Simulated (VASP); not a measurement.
Here is a VASP 6.6.1 calculation.

INCAR

```
PREC = Accurate
ENCUT = 520
EDIFF = 1E-6
ISMEAR = -1
SIGMA = 0.1
LREAL = F
LASPH = T
NELM = 150
ALGO = Normal
ISIF = 2
LWAVE = F
LCHARG = F
ISPIN = 2
MAGMOM = 0.55 0.28
LORBIT = 11
NUPDOWN = 0.83
LMAXMIX = 4
GGA = CA
NBANDS = 21
```

Contents of KPOINTS:

```
regular mesh
0
Gamma
  11 11 8
```

The input POSCAR:

```
NiPt
1.0
    2.7099397941      0.0000000000      0.0000000000
    0.0000000000      2.7099397941      0.0000000000
    0.0000000000      0.0000000000      3.5783200000
Ni Pt
1 1
Direct
    0.5000000000      0.5000000000      0.5000000000
    0.0000000000      0.0000000000      0.0000000000
```

Potentials or basis: VASP PAW LDA potentials, release 64 (Ni, Pt).

Command:

```bash
$ cat potpaw_LDA.64/Ni/POTCAR potpaw_LDA.64/Pt/POTCAR > POTCAR
$ mpirun -np 1 vasp_std > vasp.out
```

Task: What does it give for the pressure?

Result: -11.7 GPa.

Stress tensor (GPa, compression positive):
```
-12.17   0.00   0.00
  0.00 -12.17   0.00
  0.00   0.00 -10.73
```

Caveat: the cell stands under tension; the total moment is fixed, so each spin has its own Fermi level and the state may be an excited one.
